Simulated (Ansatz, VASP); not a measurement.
One calculation of Zn, two programs

```
CELL_PARAMETERS angstrom
1.32443 2.29398 0.00000
-1.32443 2.29398 0.00000
0.00000 0.00000 10.25887
ATOMIC_POSITIONS crystal
Zn 0.00000 0.00000 0.00000
Zn 0.00000 0.00000 0.50000
Zn 0.33333 0.33333 0.75000
Zn 0.66667 0.66667 0.25000
```

Alike in both runs: functional PBE; k mesh 7 × 7 × 2; no spin polarisation.

Ansatz relaxed the structure, and its values are those at the end. VASP's run is a single point on that final structure, the one shown.

|  | VASP | Ansatz |
| --- | --- | --- |
| version | VASP 6.6.1 | Ansatz 0.2.0 |
| potentials or method | VASP PAW PBE potentials, release 64 (Zn), cutoff 520 eV | PAW plane waves |
| occupations | tetrahedron | tetrahedron-uncorrected |
| valence electrons in the cell | 48 | 48 |

|  | VASP | Ansatz | Ansatz less VASP |
| --- | --- | --- | --- |
| gap on the k mesh at the Fermi level (eV) | none | none | - |
| pressure (GPa) | 0.4 | 0.0 | -0.37 |

A gap of «none» marks a metal or a gap that the smearing closes. Ansatz's warnings: band table not solved further, forces under tetrahedra, structure snapped to symmetry.

The k mesh is coarse, so the values compare programs but aren't converged.
